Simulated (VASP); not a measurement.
The system is Ag.

```
CELL_PARAMETERS angstrom
0.00000 2.02904 2.02904
2.02904 0.00000 2.02904
2.02904 2.02904 0.00000
ATOMIC_POSITIONS crystal
Ag 0.00000 0.00000 0.00000
```

Base run:

- Program: VASP 6.6.1
- Functional: r2SCAN
- Potentials or basis: VASP PAW PBE potentials, release 64 (Ag)
- Cutoff: 520 eV
- k mesh: 11 × 11 × 11
- Occupations: fermi-dirac, width 0.05 eV
- Spin: no spin polarisation

Its results: pressure 3.7 GPa.

Question: After a change of settings the same cell gave: pressure 2.1 GPa. Which change was it?
A. dispersion from none to D4
B. functional from r2SCAN to HF; k mesh from 11 × 11 × 11 to 6 × 6 × 6
C. functional from r2SCAN to PBE exchange alone; further incar settings from ALGO = Normal; EDIFF = 1e-06; NBANDS = 12 to ALGO = Fast; EDIFF = 1e-06; NBANDS = 12
D. functional from r2SCAN to LDA; potentials or basis from VASP PAW PBE potentials, release 64 (Ag) to VASP PAW LDA potentials, release 64 (Ag)

Answer: A.

Dispersion adds attraction, which lowers the pressure at fixed volume and, as a term added to the energy, leaves the levels alone.

Caveats: the PAW data sets were made with another functional, which shifts forces and pressure a little; pairwise dispersion overbinds metals, which lowers pressure and volume (some runs).
